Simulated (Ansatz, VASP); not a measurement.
# Pd: VASP beside Ansatz

```xyz
1
Lattice="-1.5827 1.5827 1.5827 1.5827 -1.5827 1.5827 1.5827 1.5827 -1.5827" Properties=species:S:1:pos:R:3 pbc="T T T"
Pd    0.0000    0.0000    0.0000
```

Change from the starting cell: volume scaled by 1.02.

Alike in both runs: task single point; functional PBEsol; k mesh 12 × 12 × 12; occupations fermi-dirac, width 0.05 eV; no spin polarisation.

```csv
,VASP,Ansatz
version,VASP 6.6.1,Ansatz 0.2.0
potentials or method,"VASP PAW PBE potentials, release 64 (Pd), cutoff 520 eV","all-electron LAPW, scalar-relativistic"
```

Ansatz gave:

| Property | Result |
| --- | --- |
| gap on the k mesh at the Fermi level (eV) | none |
| pressure (GPa) | -12.7 |

Task: Which values does VASP return?

Result: gap on the k mesh at the Fermi level (eV): none; pressure (GPa): -12.9.

VASP's potentials were made for PBE, not for PBEsol. A gap of «none» marks a metal or a gap that the smearing closes. Ansatz ran all-electron here, and VASP with PAW potentials.
